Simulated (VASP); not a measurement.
# B2Ru (Pmmn) in VASP: a series of runs

B2Ru is run at these levels: LDA; tasks: single point.

All numbers are computed with VASP 6.6.1; they aren't measurements. Logs are shortened: lines on timing, memory, paths and dates and some standing lists are left out, and cuts for length are marked.

## Step 1: The cell of the first run

Symmetry: Pmmn, No. 59, orthorhombic system. Conventional cell: a = 2.903 Å, b = 4.706 Å, c = 4.098 Å, α = 90.00°, β = 90.00°, γ = 90.00°. B (site symmetry m) has 3 B at 1.80 to 1.93 Å and 4 Ru at 2.19 to 2.28 Å within 2.4 Å. Within 3.1 Å of Ru (site symmetry mm2) lie 8 B at 2.19 to 2.28 Å and 6 Ru at 2.90 to 3.03 Å.

## Step 2: Single point, LDA

File INCAR:

```
PREC = Accurate
ENCUT = 520
EDIFF = 1E-7
ISMEAR = -1
SIGMA = 0.1
LREAL = F
LASPH = T
NELM = 60
ALGO = Normal
ISIF = 2
LWAVE = F
LCHARG = T
GGA = CA
LELF = T
LVHAR = T
NBANDS = 29
```

File KPOINTS:

```
Automatic mesh
0
Gamma
  9 6 7
```

File POSCAR:

```
B2Ru
1.0
    2.9027016919      0.0000000000      0.0000000000
    0.0000000000      4.7061254307      0.0000000000
    0.0000000000      0.0000000000      4.0982297885
B Ru
4 2
Direct
    0.0000000000      0.8090000000      0.3610000000
    0.0000000000      0.1910000000      0.3610000000
    0.5000000000      0.3090000000      0.6390000000
    0.5000000000      0.6910000000      0.6390000000
    0.0000000000      0.0000000000      0.8492000000
    0.5000000000      0.5000000000      0.1508000000
```

Potentials or basis: VASP PAW LDA potentials, release 64 (B, Ru_pv).

The run is started by

```console
$ cat potpaw_LDA.64/B/POTCAR potpaw_LDA.64/Ru_pv/POTCAR > POTCAR
$ mpirun -np 1 vasp_std > vasp.out
```

OUTCAR:

```text
PREC = Accurate
   ENCUT = 520
   EDIFF = 1E-7
   ISMEAR = -1
   LREAL = F
   LASPH = T
   NELM = 60
   ISIF = 2
   GGA = CA

 ion  position               nearest neighbor table
   1  0.000  0.809  0.361-   2 1.80   4 1.93   4 1.93   5 2.19   6 2.23   6 2.23   5 2.28
   2  0.000  0.191  0.361-   1 1.80   3 1.93   3 1.93   5 2.19   6 2.23   6 2.23   5 2.28
   3  0.500  0.309  0.639-   4 1.80   2 1.93   2 1.93   6 2.19   5 2.23   5 2.23   6 2.28
   4  0.500  0.691  0.639-   3 1.80   1 1.93   1 1.93   6 2.19   5 2.23   5 2.23   6 2.28
   5  0.000  0.000  0.849-   1 2.19   2 2.19   3 2.23   4 2.23   3 2.23   4 2.23   1 2.28   2 2.28
                             6 3.03   6 3.03   6 3.03   6 3.03
   6  0.500  0.500  0.151-   3 2.19   4 2.19   1 2.23   2 2.23   1 2.23   2 2.23   3 2.28   4 2.28
                             5 3.03   5 3.03   5 3.03   5 3.03

  LATTYP: Found a simple orthorhombic cell.
 ALAT       =     2.9027016919
 B/A-ratio  =     1.4118673648
 C/A-ratio  =     1.6212914485

  Lattice vectors:

 A1 = (  -2.9027016919,   0.0000000000,   0.0000000000)
 A2 = (   0.0000000000,   0.0000000000,   4.0982297885)
 A3 = (   0.0000000000,   4.7061254307,   0.0000000000)

Analysis of symmetry for initial positions (statically):
=====================================================================
 Subroutine PRICEL returns:
 Original cell was already a primitive cell.

 Routine SETGRP: Setting up the symmetry group for a
 simple orthorhombic supercell.

 Subroutine GETGRP returns: Found  8 space group operations
 (whereof  4 operations were pure point group operations)
 out of a pool of  8 trial point group operations.

The static configuration has the point symmetry C_2v.
 The point group associated with its full space group is D_2h.

Analysis of symmetry for dynamics (positions and initial velocities):
=====================================================================
 Subroutine PRICEL returns:
 Original cell was already a primitive cell.

 Routine SETGRP: Setting up the symmetry group for a
 simple orthorhombic supercell.

 Subroutine GETGRP returns: Found  8 space group operations
 (whereof  4 operations were pure point group operations)
 out of a pool of  8 trial point group operations.

The dynamic configuration has the point symmetry C_2v.
 The point group associated with its full space group is D_2h.

 Subroutine INISYM returns: Found  8 space group operations
 (whereof  4 operations are pure point group operations),
 and found     1 'primitive' translations

----------------------------------------------------------------------------------------

                                     Primitive cell

  volume of cell :      55.9838

  direct lattice vectors                    reciprocal lattice vectors
     2.902701692  0.000000000  0.000000000     0.344506638  0.000000000  0.000000000
     0.000000000  4.706125431  0.000000000     0.000000000  0.212489024  0.000000000
     0.000000000  0.000000000  4.098229789     0.000000000  0.000000000  0.244007792

  length of vectors
     2.902701692  4.706125431  4.098229789     0.344506638  0.212489024  0.244007792

  position of ions in fractional coordinates (direct lattice)
     0.000000000  0.809000000  0.361000000
     0.000000000  0.191000000  0.361000000
     0.500000000  0.309000000  0.639000000
     0.500000000  0.691000000  0.639000000
     0.000000000  0.000000000  0.849200000
     0.500000000  0.500000000  0.150800000

  ion indices of the primitive-cell ions
   primitive index   ion index
                 1           1
                 2           2
                 3           3
                 4           4
                 5           5
                 6           6

----------------------------------------------------------------------------------------

 KPOINTS: Automatic mesh

Automatic generation of k-mesh.
 Grid dimensions read from file:
 generate k-points for:    9    6    7

 Generating k-lattice:

  Cartesian coordinates                     Fractional coordinates (reciprocal lattice)
     0.038278515  0.000000000  0.000000000     0.111111111  0.000000000  0.000000000
     0.000000000  0.035414837  0.000000000     0.000000000  0.166666667  0.000000000
     0.000000000  0.000000000  0.034858256     0.000000000  0.000000000  0.142857143

  Length of vectors
     0.038278515  0.035414837  0.034858256

  Shift w.r.t. Gamma in fractional coordinates (k-lattice)
     0.000000000  0.000000000  0.000000000

 Subroutine IBZKPT returns following result:
 ===========================================

 Found     80 irreducible k-points:

 Following reciprocal coordinates:
            Coordinates               Weight
  0.000000  0.000000  0.000000      1.000000
  0.111111  0.000000  0.000000      2.000000
  0.222222  0.000000  0.000000      2.000000
  0.333333  0.000000  0.000000      2.000000
  0.444444  0.000000  0.000000      2.000000
  0.000000  0.166667  0.000000      2.000000
[... 16 lines left out ...]
  0.222222  0.000000  0.142857      4.000000
  0.333333  0.000000  0.142857      4.000000
 [... further k-points ...]
   k-points           NKPTS =     80   k-points in BZ     NKDIM =     80   number of bands    NBANDS=     29
   number of dos      NEDOS =    301   number of ions     NIONS =      6
   total plane-waves  NPLWV =  25920
   dimension x,y,z NGX =    24 NGY =   36 NGZ =   30
   dimension x,y,z NGXF=    48 NGYF=   72 NGZF=   60
   ions per type =               4   2
   NGX,Y,Z   is equivalent  to a cutoff of  13.75, 12.72, 12.17 a.u.
   NGXF,Y,Z  is equivalent  to a cutoff of  27.49, 25.43, 24.34 a.u.
 SYSTEM =  unknown system
   PREC   = accura    normal or accurate (medium, high low for compatibility)
   ISTART =      0    job   : 0-new  1-cont  2-samecut
   ICHARG =      2    charge: 1-file 2-atom 10-const
   ISPIN  =      1    spin polarized calculation?
   LNONCOLLINEAR =      F non collinear calculations
   LSORBIT =      F    spin-orbit coupling
   LASPH  =      T    aspherical Exc in radial PAW
   ENCUT  =  520.0 eV  38.22 Ry    6.18 a.u.   5.40  8.75  7.62*2*pi/ulx,y,z
   NELM   =     60;   NELMIN=  2; NELMDL= -5     # of ELM steps
   EDIFF  = 0.1E-06   stopping-criterion for ELM
   LREAL  =      F    real-space projection
   EDIFFG = 0.1E-05   stopping-criterion for IOM
   NSW    =      0    number of steps for IOM
   IBRION =     -1    ionic relax: 0-MD 1-quasi-New 2-CG
   NFREE  =      0    steps in history (QN), initial steepest desc. (CG)
   ISIF   =      2    stress and relaxation
   ISYM   =      2    0-nonsym 1-usesym 2-fastsym
   POTIM  = 0.5000    time-step for ionic-motion
   TEBEG  =    0.0;   TEEND  =   0.0 temperature during run
   PSTRESS=    0.0 pullay stress
   NELECT =      40.0000    total number of electrons
   NUPDOWN=      -1.0000    fix difference up-down
   EMIN   =  10.00;   EMAX   =-10.00  energy-range for DOS
   EFERMI =   0.00;   METHOD = LEGACY
   ISMEAR =    -1;   SIGMA  =   0.10  broadening in eV -4-tet -1-fermi 0-gaus
   EFERMI_NEDOS =   21; number of points for ismear=-14 and -15
   IALGO  =     38    algorithm
   IMIX   =      4    mixing-type and parameters
     AMIX     =   0.40;   BMIX     =  1.00
     AMIX_MAG =   1.60;   BMIX_MAG =  1.00
  volume/ion in A,a.u.               =       9.33        62.97
  Fermi-wavevector in a.u.,A,eV,Ry     =   1.463550  2.765708 29.143369  2.141977
  Thomas-Fermi vector in A             =   2.579631
   LORBIT       =      0    0 simple, 1 ext, 2 COOP (PROOUT), +10 PAW based schemes
   GGA     = CA    functional components
   LHFCALC =     F    Hartree Fock is set to
   AEXX    =    0.0000 exact exchange contribution
   IVDW    =     0    specifies the selected vdW correction
   LEPSILON=     F    determine dielectric tensor
   LRPA    =     F    only Hartree local field effects (RPA)
 non-spin polarized calculation
  energy-cutoff  :      520.00
  volume of cell :       55.98
 maximum number of plane-waves:      1533
 NGX is ok and might be reduce to    24
   NGX = 11   NGY = 17   NGZ = 15

 number of electron      40.0000005 magnetization

 Free energy of the ion-electron system (eV)
  ---------------------------------------------------
  ext. energy  EPLUGINS =         0.00000000
  ---------------------------------------------------
  free energy    TOTEN  =       -52.84210941 eV

  energy without entropy =      -52.79260325  energy(sigma->0) =      -52.81735633

 E-fermi :   9.9413     XC(G=0): -13.1001

 val. band max:        9.9134696000   @ k =   0.1111   0.1667   0.4286
 cond. band min:       9.9518881285   @ k =   0.4444   0.1667   0.1429
 fundamental gap:      0.0384185285
 Fermi energy:         9.9412891714

 k-point     1 :       0.0000    0.0000    0.0000
  band No.  band energies     occupation
      1     -33.5997      2.00000
      2     -33.5656      2.00000
      3     -33.3652      2.00000
      4     -33.1599      2.00000
      5     -33.1023      2.00000
      6     -33.0450      2.00000
[... 21 lines left out ...]
     28      17.2510      0.00000
     29      17.3723      0.00000

 k-point     2 :       0.1111    0.0000    0.0000
  band No.  band energies     occupation
      1     -33.5957      2.00000
      2     -33.5639      2.00000
      3     -33.3555      2.00000
      4     -33.1625      2.00000
      5     -33.1323      2.00000
      6     -33.0790      2.00000
[... 21 lines left out ...]
     28      17.3136      0.00000
     29      17.8337      0.00000

 k-point     3 :       0.2222    0.0000    0.0000
  band No.  band energies     occupation
      1     -33.5854      2.00000
      2     -33.5603      2.00000
      3     -33.3287      2.00000
      4     -33.2069      2.00000
      5     -33.1712      2.00000
      6     -33.1648      2.00000
[... 638 lines left out ...]
      5     -33.1721      2.00000
      6     -33.1650      2.00000
[... 21 lines left out ...]
     28      17.3329      0.00000
     29      18.9598      0.00000

 k-point    24 :       0.3333    0.0000    0.1429
  band No.  band energies     occupation
      1     -33.5739      2.00000
      2     -33.5600      2.00000
      3     -33.2907      2.00000
      4     -33.2878      2.00000
      5     -33.2622      2.00000
      6     -33.1888      2.00000
[... 21 lines left out ...]
     28      17.0603      0.00000
     29      17.9573      0.00000

 [... further k-points ...]

------------------------ aborting loop because EDIFF is reached ----------------------------------------

  FORCE on cell =-STRESS in cart. coord.  units (eV):
  Direction    XX          YY          ZZ          XY          YZ          ZX
  --------------------------------------------------------------------------------------
  -------------------------------------------------------------------------------------
  Total       -6.7550941     -6.5475960     -7.9727797      0.0000000      0.0000000      0.0000000
  in kB     -193.3213298   -187.3830258   -228.1697855      0.0000000      0.0000000      0.0000000
  external PRESSURE =    -202.9580470 kB  Pullay stress =       0.0000000 kB

 VOLUME and BASIS-vectors are now :
 -----------------------------------------------------------------------------
  energy-cutoff  :      520.00
  volume of cell :       55.98
      direct lattice vectors                 reciprocal lattice vectors
     2.902701692  0.000000000  0.000000000     0.344506638  0.000000000  0.000000000
     0.000000000  4.706125431  0.000000000     0.000000000  0.212489024  0.000000000
     0.000000000  0.000000000  4.098229789     0.000000000  0.000000000  0.244007792

 POSITION                                       TOTAL-FORCE (eV/Angst)
 -----------------------------------------------------------------------------------
      0.00000      3.80726      1.47946         0.000000     -0.398020      0.143839
      0.00000      0.89887      1.47946         0.000000      0.398020      0.143839
      1.45135      1.45419      2.61877         0.000000     -0.398020     -0.143839
      1.45135      3.25193      2.61877         0.000000      0.398020     -0.143839
      0.00000      0.00000      3.48022         0.000000      0.000000     -0.654247
      1.45135      2.35306      0.61801         0.000000      0.000000      0.654247
 -----------------------------------------------------------------------------------
    total drift:                                0.000000      0.000000      0.000000

  FREE ENERGIE OF THE ION-ELECTRON SYSTEM (eV)
  ---------------------------------------------------
  free  energy   TOTEN  =       -52.8421094121 eV

  energy  without entropy=      -52.7926032546  energy(sigma->0) =      -52.81735633
```

It took 42 s on 1 thread of Intel Xeon 6975P-C (Granite Rapids), shared host; peak memory 0.22 GiB.

What came out:

```yaml
Free_energy: -52.8421 eV
Pressure: -20.3 GPa
Largest_force: 0.654 eV/Å
Band_gap_on_the_k_mesh: zero (bands 20 and 21 overlap by 1.28 eV)
```

Forces in eV/Å, atoms in the order of the input:
```
B    0.000 -0.398  0.144
B    0.000  0.398  0.144
B    0.000 -0.398 -0.144
B    0.000  0.398 -0.144
Ru   0.000  0.000 -0.654
Ru   0.000  0.000  0.654
```

Levels at points of the mesh, in eV from the Fermi level:
```tsv
k point	band 18	band 19	band 20	band 21	band 22	band 23
(0.00, 0.00, 0.00)	-2.08	-1.64	-1.04	0.04	1.68	3.67
(0.00, 0.50, 0.00)	-2.80	-2.04	-2.04	2.11	2.11	2.49
```

Caveat: the cell stands under tension.

(Part 1 of 2 ends here.)

The gap in the log of VASP goes by the Fermi energy; the results here count the filled bands.